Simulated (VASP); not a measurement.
Runs of VASP 6.6.1 on Sn. It takes space group Im-3m (No. 229, cubic). Conventional cell: a = 3.789 Å, b = 3.789 Å, c = 3.789 Å, α = 90.00°, β = 90.00°, γ = 90.00°. Within 4.3 Å of Sn (site symmetry m-3m) lie 14 Sn at 3.28 to 3.79 Å. This isn't the form of Sn at room conditions, which is tetragonal (white tin).

| k mesh | gap on the mesh (eV) | pressure (GPa) |
| --- | --- | --- |
| 3 × 3 × 3 | none | -5.3 |
| 6 × 6 × 6 | none | -3.5 |
| 8 × 8 × 8 | none | (a) |
| 4 × 4 × 4 | none | -3.5 |

Alike in all rows: task single point; level LDA; potentials or basis VASP PAW LDA potentials, release 64 (Sn_d); no spin polarisation; cell as given; cutoff (eV) 500; smearing fermi-dirac 0.1 eV.

Problem. Fill in the values left out.

Solution. (a) -3.0.

Caveats: some runs use coarse meshes; spin-orbit coupling is left out, which moves the levels of the heavy elements; the cell stands under tension (at least some runs).

A k mesh can miss the band edges, and the runs leave out spin-orbit coupling on Sn.

A gap of «none» marks levels without a gap at the run's occupations.
